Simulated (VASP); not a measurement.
Here is a VASP 6.6.1 calculation.

INCAR

```
SYSTEM = LiF
ALGO = Normal
DIPOL = 0.5 0.5 0.457
EDIFF = 1E-6
ENCUT = 520
GGA = PE
IDIPOL = 3
ISIF = 2
ISMEAR = 0
IVDW = 12
LASPH = .True.
LCHARG = .True.
LDIPOL = .True.
LELF = .True.
LREAL = Auto
LVACPOTAV = .True.
LVHAR = .True.
LWAVE = .False.
NBANDS = 78
NELM = 60
PREC = Accurate
SIGMA = 0.05
```

File KPOINTS:

```
k-points
0
Gamma
  3 3 1
  0 0 0
```

Contents of POSCAR:

```
LiF
1.0
    5.6574267954      0.0000000000      0.0000000000
   -2.8287133977      4.8994753248      0.0000000000
    0.0000000000      0.0000000000     23.7740870441
F Li
12 12
Direct
    0.1666666667      0.3333333333      0.3365008290
    0.1666666667      0.8333333333      0.3365008290
    0.6666666667      0.3333333333      0.3365008290
    0.6666666667      0.8333333333      0.3365008290
    0.5000000000      0.5000000000      0.4336500829
    0.5000000000      0.0000000000      0.4336500829
    0.0000000000      0.5000000000      0.4336500829
    0.0000000000      0.0000000000      0.4336500829
    0.8471337897      0.6530952262      0.5514184448
    0.8240193200      0.1533918923      0.5354452712
    0.3467921072      0.6762431743      0.5355083786
    0.3319891790      0.1681898104      0.5222615667
    0.3333333333      0.1666666667      0.3850754560
    0.3333333333      0.6666666667      0.3850754560
    0.8333333333      0.1666666667      0.3850754560
    0.8333333333      0.6666666667      0.3850754560
    0.6621180269      0.3276721589      0.4741969192
    0.6619907640      0.8380691642      0.4755126182
    0.1693064900      0.3306183201      0.4743950428
    0.1723263684      0.8378782341      0.4741880225
    0.0300704482      0.4699760944      0.5787538791
    0.0246400823      0.0086524914      0.5765721197
    0.4916016226      0.4758288434      0.5766394808
    0.4819753827      0.0182704181      0.5704358744
```

Potentials or basis: VASP PAW PBE potentials, release 64 (F, Li_sv).

Launch:

```console
$ cat potpaw_PBE.64/F/POTCAR potpaw_PBE.64/Li_sv/POTCAR > POTCAR
$ mpirun -np 1 vasp_std > vasp.out
```

What does it give for the largest force?

2.256 eV/Å.

Estimate the dispersion energy per atom.

-0.129 eV.

Estimate the band gap on the k mesh.

zero (band 60 reaches -4.34 eV, above the bottom of band 61 at -4.45 eV).

Forces on the atoms (eV/Å):
```
F    0.000  0.000  1.229
F    0.004  0.001  1.227
F    0.001 -0.004  1.227
F   -0.004  0.002  1.204
F    0.103  0.259  1.254
F    0.122 -0.071  1.040
F   -0.052  0.030  1.473
F   -0.171 -0.219  1.254
F   -0.026  0.014 -0.016
F    0.288  0.108  0.306
F    0.052 -0.305  0.304
F   -0.052  0.030  1.207
Li  -0.009  0.005 -2.256
Li   0.018 -0.006 -2.242
Li   0.014 -0.013 -2.242
Li  -0.023  0.013 -2.209
Li   0.087  0.089 -0.435
Li   0.040 -0.024 -0.378
Li  -0.089  0.052 -0.471
Li  -0.033 -0.119 -0.434
Li  -0.583  0.337 -0.218
Li  -0.384 -0.397 -0.319
Li   0.153  0.528 -0.320
Li   0.544 -0.312 -0.187
```

Caveat: the k points lie up to 0.43 Å⁻¹ apart.
